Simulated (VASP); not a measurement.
A run of VASP 6.6.1 is set up as follows.

File INCAR:

```
PREC = Accurate
ENCUT = 520
EDIFF = 1E-6
ISMEAR = -1
SIGMA = 0.05
LREAL = F
LASPH = T
NELM = 100
ALGO = Fast
ISIF = 2
LWAVE = F
LCHARG = T
GGA = PS
LELF = T
LVHAR = T
NBANDS = 12
```

File KPOINTS:

```
Automatic mesh
0
Gamma
  9 9 9
```

Contents of POSCAR:

```
La
1.0
   -2.1044780000      2.1793380000      2.1245200000
    2.1382030000     -2.1291200000      2.1080260000
    2.0847550000      2.1093970000     -2.0743020000
La
1
Direct
   -0.0161300000     -0.0171580000     -0.0149420000
```

Potentials or basis: VASP PAW PBE potentials, release 64 (La).

Command:

```console
$ cat potpaw_PBE.64/La/POTCAR > POTCAR
$ mpirun -np 1 vasp_std > vasp.out
```

(1) Predict the pressure.

Results:

(1) -2.5 GPa.

Caveat: the cell differs from its parent crystal (the cell strained at random); the PAW data sets were made with another functional, which shifts forces and pressure a little.
